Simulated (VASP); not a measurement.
LaAl2N3:

```xyz
6
Lattice="4.1244 0.0000 0.0000 0.0000 4.1244 0.0000 0.0000 0.0000 5.2810" Properties=species:S:1:pos:R:3 pbc="T T T"
La    2.0622    2.0622    2.3699
Al    2.0622    2.0622    4.8411
Al    0.0000    0.0000    1.6396
N     2.0622    0.0000    4.2671
N     0.0000    2.0622    4.2671
N     0.0000    0.0000    0.3522
```

| Item | Value |
| --- | --- |
| Program | VASP 6.6.1 |
| Task | relaxation of cell and atoms |
| Functional | PBE |
| Potentials or basis | VASP PAW PBE potentials, release 64 (La, Al, N) |
| Cutoff | 600 eV |
| k mesh | 4 × 4 × 4 |
| Occupations | gaussian, width 0.1 eV |
| Spin | no spin polarisation |

At the start: pressure 28.5 GPa; volume 14.97 Å³/atom.

Problem. Where does the relaxation end?

Solution. Over 73 steps the energy falls by 3116.5 meV/atom and the volume is 15.57 Å³/atom (+4.0 %); space group P4mm (No. 99, to 0.05 Å).

The path:
```csv
step,energy change (eV),largest force (eV/Å),pressure (GPa),volume (Å³)
1,0.0000,38.5324,28.47,89.83
3,-6.1627,0.6863,-3.33,92.23
5,0.4997,47.1430,25.53,107.45
7,-7.7706,2.1628,0.12,100.19
9,-7.7905,1.4269,-0.99,99.35
11,-7.7924,1.4583,-0.43,99.76
13,-8.6164,2.1447,0.23,98.42
15,-9.8975,16.9068,22.94,91.52
17,-11.0942,11.6688,13.64,93.10
19,-11.2329,9.7818,10.46,93.75
21,-11.3922,10.2455,11.04,93.73
23,-11.5572,12.2413,14.03,93.60
25,-11.7974,11.1570,12.18,93.93
27,-13.2437,7.0320,3.88,96.49
29,-14.1067,2.1565,-6.09,100.56
31,-14.7704,2.0138,-5.41,97.41
33,-15.4133,3.4173,-0.51,90.77
35,-15.6149,2.3119,-1.88,90.20
37,-15.9253,3.8717,1.82,78.41
39,-16.2405,1.6939,-0.55,81.84
41,-16.3606,1.1723,-0.25,81.35
43,-16.5536,0.9960,0.34,80.03
45,-16.7794,1.7532,-2.86,79.74
47,-16.8558,1.1269,-2.18,79.74
49,-17.2873,1.6548,-0.97,78.73
51,-17.5157,1.3744,1.28,77.79
53,-17.9092,1.4289,6.28,78.43
55,-18.2560,0.8046,-3.46,86.38
57,-18.3803,0.7917,-2.29,87.54
59,-18.4682,0.8279,0.23,87.39
61,-18.5825,0.5024,0.38,88.38
63,-18.6666,0.3655,0.38,90.43
65,-18.6818,0.3284,0.46,91.02
67,-18.6907,0.1760,0.11,91.77
69,-18.6951,0.1028,0.27,92.21
71,-18.6982,0.0666,0.38,93.04
73,-18.6988,0.0399,-0.09,93.44
```

Final structure:
```
CELL_PARAMETERS angstrom
3.72766 0.00000 0.00000
0.00000 3.72766 0.00000
0.00000 0.00000 6.72485
ATOMIC_POSITIONS crystal
La 0.50000 0.50000 0.14656
Al 0.50000 0.50000 0.70578
Al 0.00000 0.00000 0.84199
N 0.50000 0.00000 0.76320
N 0.00000 0.50000 0.76320
N 0.00000 0.00000 0.13793
```

Caveat: the k points lie up to 0.42 Å⁻¹ apart in the final cell.
